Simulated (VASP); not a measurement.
A run of VASP 6.6.1 is set up as follows.

Contents of INCAR:

```
PREC = Accurate ; ENCUT = 600
EDIFF = 1E-6 ; ISMEAR = 0
SIGMA = 0.01 ; LREAL = False
LASPH = True ; NELM = 120
ALGO = Normal ; ISIF = 2
LWAVE = False ; LCHARG = False
GGA = PS ; NBANDS = 11
GGA_COMPAT = False
```

Contents of KPOINTS:

```
regular mesh
0
Gamma
  8 8 8
```

The input POSCAR:

```
AlN
1.0
    0.0000000000      1.9884963174      1.9884963174
    1.9884963174      0.0000000000      1.9884963174
    1.9884963174      1.9884963174      0.0000000000
Al N
1 1
Direct
    0.0000000000      0.0000000000      0.0000000000
    0.5000000000      0.5000000000      0.5000000000
```

Potentials or basis: VASP PAW PBE potentials, release 64 (Al, N).

Launch:

```sh
$ cat potpaw_PBE.64/Al/POTCAR potpaw_PBE.64/N/POTCAR > POTCAR
$ mpirun -np 1 vasp_std > vasp.out
```

**Question.** Estimate the band gap on the k mesh.

**Answer.** 5.04 eV, indirect (least direct gap 6.40 eV).

**Question.** Estimate the pressure.

**Answer.** 14.6 GPa.

Caveat: the PAW data sets were made with another functional, which shifts forces and pressure a little. PBEsol gaps usually lie below the measured ones, often by a third to a half.
